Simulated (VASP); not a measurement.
Input of a VASP 6.6.1 run:

Contents of POSCAR:

```
KTaO3
1.0
    3.9086770089      0.0000000000      0.0000000000
    0.0000000000      3.9086770089      0.0000000000
    0.0000000000      0.0000000000      3.9086770089
K Ta O
1 1 3
Direct
    0.0000000000      0.0000000000      0.0000000000
    0.5000000000      0.5000000000      0.5000000000
    0.5000000000      0.5000000000      0.0000000000
    0.5000000000      0.0000000000      0.5000000000
    0.0000000000      0.5000000000      0.5000000000
```

File INCAR.step1:

```
SYSTEM = KTaO3
PREC = Accurate
ENCUT = 520
ISMEAR = 0
SIGMA = 0.01
LREAL = .FALSE.
LASPH = .TRUE.
NELM = 80
NBANDS = 27
GGA = PE
ALGO = Normal
EDIFF = 1E-4
LWAVE = .TRUE.
LCHARG = .FALSE.
```

Contents of INCAR.step2:

```
SYSTEM = KTaO3
PREC = Accurate
ENCUT = 520
EDIFF = 1E-7
ISMEAR = 0
SIGMA = 0.01
LREAL = .FALSE.
LASPH = .TRUE.
NELM = 80
ALGO = Normal
ISIF = 2
LWAVE = .FALSE.
LCHARG = .TRUE.
METAGGA = R2SCAN
LMIXTAU = .TRUE.
LELF = .TRUE.
LVHAR = .TRUE.
NBANDS = 27
ISTART = 1
```

KPOINTS

```
regular mesh
0
G
  6 6 6
  0 0 0
```

Potentials or basis: VASP PAW PBE potentials, release 64 (K_sv, Ta_pv, O).

Launch:

```bash
$ cat potpaw_PBE.64/K_sv/POTCAR potpaw_PBE.64/Ta_pv/POTCAR potpaw_PBE.64/O/POTCAR > POTCAR
$ cp INCAR.step1 INCAR
$ mpirun -np 1 vasp_std > vasp.out
$ cp INCAR.step2 INCAR
$ mpirun -np 1 vasp_std > vasp.out
```

Estimate the band gap on the k mesh.

2.75 eV, indirect (least direct gap 3.37 eV).

Estimate the pressure.

16.1 GPa.

Caveat: the PAW data sets were made with another functional, which shifts forces and pressure a little; spin-orbit coupling is left out, which moves the levels of the heavy elements. A k mesh can miss the band edges.
